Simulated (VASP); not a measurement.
A run of VASP 6.6.1 is set up as follows.

File INCAR:

```
SYSTEM = ZrH2
PREC     = Accurate       ! precision mode
ENCUT    = 520            ! plane-wave cutoff, eV
EDIFF    = 1E-7           ! SCF threshold, eV
ISMEAR   = 0              ! smearing method
SIGMA    = 0.01           ! smearing width, eV
LREAL    = .FALSE.        ! projectors in reciprocal space
LASPH    = .TRUE.         ! aspherical terms in the spheres
NELM     = 60             ! most SCF steps
ALGO     = Normal         ! electronic algorithm
ISIF     = 2              ! what is computed and relaxed
LWAVE    = .FALSE.        ! write WAVECAR
LCHARG   = .TRUE.         ! write CHGCAR
GGA      = PS             ! functional
LELF     = .TRUE.         ! ELF
LVHAR    = .TRUE.       
NBANDS   = 14             ! bands
```

Contents of KPOINTS:

```
Automatic mesh
0
G
  8 8 8
  0 0 0
```

File POSCAR:

```
ZrH2
1.0
    0.0000000000      2.4680096256      2.4680096256
    2.4680096256      0.0000000000      2.4680096256
    2.4680096256      2.4680096256      0.0000000000
Zr H
1 2
Direct
    0.0000000000      0.0000000000      0.0000000000
    0.7500000000      0.7500000000      0.7500000000
    0.2500000000      0.2500000000      0.2500000000
```

Potentials or basis: VASP PAW PBE potentials, release 64 (Zr_sv, H).

Run with:

```console
$ cat potpaw_PBE.64/Zr_sv/POTCAR potpaw_PBE.64/H/POTCAR > POTCAR
$ mpirun -np 1 vasp_std > vasp.out
```

Q: Estimate the band gap on the k mesh.

A: Zero (bands 7 and 8 overlap by 0.40 eV).

Q: What does it give for the pressure?

A: -12.4 GPa.

Caveat: the cell stands under tension; the PAW data sets were made with another functional, which shifts forces and pressure a little.
